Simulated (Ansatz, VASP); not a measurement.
## Two plane-wave programs on BeTe

Contents of INCAR:

```
SYSTEM = BeTe
ALGO     = Normal         ! electronic algorithm
EDIFF    = 1E-6           ! SCF threshold, eV
ENCUT    = 520            ! plane-wave cutoff, eV
GGA      = PE             ! functional
ISIF     = 2              ! what is computed and relaxed
ISMEAR   = 0              ! smearing method
ISPIN    = 2              ! spin polarisation
LASPH    = .TRUE.         ! aspherical terms in the spheres
LCHARG   = .TRUE.         ! write CHGCAR
LELF     = .TRUE.         ! ELF
LORBIT   = 11             ! projections on sites
LREAL    = .FALSE.        ! projectors in reciprocal space
LVHAR    = .TRUE.       
LWAVE    = .FALSE.        ! write WAVECAR
MAGMOM   = 2 2            ! initial moments
NBANDS   = 15             ! bands
NELM     = 150            ! most SCF steps
PREC     = Accurate       ! precision mode
SIGMA    = 0.05           ! smearing width, eV
```

The input KPOINTS:

```
k-points
0
G
  10 10 10
  0 0 0
```

File POSCAR:

```
BeTe
1.0
    0.0000000000      2.8324841938      2.8324841938
    2.8324841938      0.0000000000      2.8324841938
    2.8324841938      2.8324841938      0.0000000000
Be Te
1 1
Direct
    0.0000000000      0.0000000000      0.0000000000
    0.7500000000      0.7500000000      0.7500000000
```

Input for Ansatz:

```yaml
crystal:
  lattice:
    - [0.0, 2.8324841938, 2.8324841938]
    - [2.8324841938, 0.0, 2.8324841938]
    - [2.8324841938, 2.8324841938, 0.0]
  atoms:
    - { symbol: Be, position: [0.0, 0.0, 0.0], spin: 2.0 }
    - { symbol: Te, position: [0.75, 0.75, 0.75], spin: 2.0 }
basis:
  ecutwfc: 420
  ecutrho_ratio: 4
kpoints:
  mp_grid: { grid: [10, 10, 10] }
hamiltonian:
  xc: pbe
scf:
  occupations: { method: gaussian, width: 0.05 }
output:
  forces: true
  stress: true
magnetization:
  spin_polarized: true
```

Alike in both runs: task single point; functional PBE; k mesh 10 × 10 × 10; occupations gaussian, width 0.05 eV; collinear spin.

```csv
,VASP,Ansatz
version,VASP 6.6.1,Ansatz 0.2.0
potentials or method,"VASP PAW PBE potentials, release 64 (Be, Te), cutoff 520 eV","scalar-relativistic, plane waves, PAW"
valence electrons in the cell,8,18
```

|  | VASP | Ansatz | Ansatz less VASP |
| --- | --- | --- | --- |
| pressure (GPa) | 0.1 | 0.0 | -0.14 |
| net moment per atom (μB) | 0.00 | 0.00 | 0.000 |

VASP's potentials hold 8 valence electrons a cell and Ansatz's 18, so a difference there can come from the potentials and not from the codes. Ansatz's warnings: seeded moment not kept.

Spin-orbit coupling is off throughout.
